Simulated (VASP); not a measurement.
Wanted: the native input for a VASP 6.6.1 run.

| Property | Result |
| --- | --- |
| Task | density of states |
| Functional | PBE |
| Potentials or basis | VASP PAW PBE potentials, release 64 (Rh_pv) |
| Cutoff | 520 eV |
| k mesh | 17 × 17 × 17 |
| Occupations | fermi-dirac, width 0.1 eV |
| Spin | no spin polarisation |
| Dipole correction | no |
| k mesh for the DOS | 26 × 26 × 26 |
| Occupations for the DOS | tetrahedron |
| Further INCAR settings | ALGO = Normal; EDIFF = 1e-07; NBANDS = 14 |

Rh:

```
Rh
1.0
    -1.45494    1.45494    1.45494
     1.45494   -1.45494    1.45494
     1.45494    1.45494   -1.45494
Rh
1
Direct
  0.00000 0.00000 0.00000
```

This cell differs from its parent crystal: volume scaled by 0.85.

One way to write it, as run:

POSCAR

```
Rh
1.0
   -1.4549357995      1.4549357995      1.4549357995
    1.4549357995     -1.4549357995      1.4549357995
    1.4549357995      1.4549357995     -1.4549357995
Rh
1
Direct
    0.0000000000      0.0000000000      0.0000000000
```

INCAR.step1

```
SYSTEM = Rh
PREC     = Accurate       ! precision mode
ENCUT    = 520            ! plane-wave cutoff, eV
EDIFF    = 1E-7           ! SCF threshold, eV
ISMEAR   = -1             ! smearing method
SIGMA    = 0.1            ! smearing width, eV
LREAL    = .FALSE.        ! projectors in reciprocal space
LASPH    = .TRUE.         ! aspherical terms in the spheres
NELM     = 100            ! most SCF steps
ALGO     = Normal         ! electronic algorithm
ISIF     = 2              ! what is computed and relaxed
LWAVE    = .FALSE.        ! write WAVECAR
LCHARG   = .TRUE.         ! write CHGCAR
LMAXMIX  = 4              ! l up to which the mixer works
GGA      = PE             ! functional
NBANDS   = 14             ! bands
```

KPOINTS.step1

```
regular mesh
0
G
  17 17 17
  0 0 0
```

INCAR.step2

```
SYSTEM = Rh
PREC     = Accurate       ! precision mode
ENCUT    = 520            ! plane-wave cutoff, eV
EDIFF    = 1E-7           ! SCF threshold, eV
ISMEAR   = -5             ! smearing method
SIGMA    = 0.1            ! smearing width, eV
LREAL    = .FALSE.        ! projectors in reciprocal space
LASPH    = .TRUE.         ! aspherical terms in the spheres
NELM     = 100            ! most SCF steps
ALGO     = Normal         ! electronic algorithm
ISIF     = 2              ! what is computed and relaxed
LWAVE    = .FALSE.        ! write WAVECAR
LCHARG   = .FALSE.        ! write CHGCAR
LMAXMIX  = 4              ! l up to which the mixer works
GGA      = PE             ! functional
LORBIT   = 11             ! projections on sites
NBANDS   = 14             ! bands
NEDOS    = 2001           ! points of the DOS
ICHARG   = 11             ! starting density
```

KPOINTS.step2

```
regular mesh
0
G
  26 26 26
  0 0 0
```

Potentials or basis: VASP PAW PBE potentials, release 64 (Rh_pv).

The run is started by

```bash
$ cat potpaw_PBE.64/Rh_pv/POTCAR > POTCAR
$ cp INCAR.step1 INCAR
$ cp KPOINTS.step1 KPOINTS
$ mpirun -np 1 vasp_std > vasp.out
$ cp INCAR.step2 INCAR
$ cp KPOINTS.step2 KPOINTS
$ mpirun -np 1 vasp_std > vasp.out
```

It gave:

* Valence electrons inside the program's atomic spheres: Rh 14.04

It took 2.7 min on 1 thread of Intel Xeon 8259CL, with other jobs on the host, peak memory 0.24 GiB.
